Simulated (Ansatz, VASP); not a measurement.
**Sc in VASP and in Ansatz**

```
CELL_PARAMETERS angstrom
5.10078 0.00000 0.00000
-2.55039 4.41741 0.00000
0.00000 0.00000 4.87862
ATOMIC_POSITIONS crystal
Sc 0.00000 0.00000 0.25000
Sc 0.00000 0.00000 0.75000
Sc 0.33333 0.66667 0.75000
Sc 0.66667 0.33333 0.25000
```

Alike in both runs: functional PBE; k mesh 6 × 6 × 4; occupations gaussian, width 0.1 eV; no spin polarisation.

Ansatz relaxed the structure, and its values are those at the end. VASP's run is a single point on that final structure, the one shown.

|  | VASP | Ansatz |
| --- | --- | --- |
| version | VASP 6.6.1 | Ansatz 0.2.0 |
| potentials or method | VASP PAW PBE potentials, release 64 (Sc_sv), cutoff 520 eV | scalar-relativistic, plane waves, PAW |
| valence electrons in the cell | 44 | 44 |

|  | VASP | Ansatz | Ansatz less VASP |
| --- | --- | --- | --- |
| gap on the k mesh at the Fermi level (eV) | none | none | - |
| pressure (GPa) | 0.0 | 0.0 | -0.08 |

A gap of «none» marks a metal or a gap that the smearing closes. With one functional, cell and mesh, what is left measures potentials, basis and numerics.
